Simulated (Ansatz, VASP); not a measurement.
**One calculation of Ta, two programs**

```xyz
1
Lattice="-1.6529 1.6529 1.6529 1.6529 -1.6529 1.6529 1.6529 1.6529 -1.6529" Properties=species:S:1:pos:R:3 pbc="T T T"
Ta    0.0000    0.0000    0.0000
```

Alike in both runs: task relaxation of cell and atoms; functional LDA; k mesh 13 × 13 × 13; occupations fermi-dirac, width 0.1 eV; no spin polarisation.

|  | VASP | Ansatz |
| --- | --- | --- |
| version | VASP 6.6.1 | Ansatz 0.2.0 |
| potentials or method | VASP PAW LDA potentials, release 64 (Ta_sv_GW), cutoff 500 eV | plane waves (420 eV) with PAW, scalar-relativistic |
| valence electrons in the cell | 13 | 13 |

VASP gave:

| Item | Value |
| --- | --- |
| relaxed volume (Å³/atom) | 17.22 |
| relaxed length of the cell vector where the two differ most in proportion (Å) | 2.818 |

Which values does Ansatz return?

Relaxed volume (Å³/atom): 17.25; relaxed length of the cell vector where the two differ most in proportion (Å): 2.819.

Ansatz warns that its potentials were made for another functional, while VASP's fit it. LDA's correlation is that of Perdew and Zunger in VASP and of Perdew and Wang (1992) in Ansatz.

Neither program's run includes spin-orbit coupling.
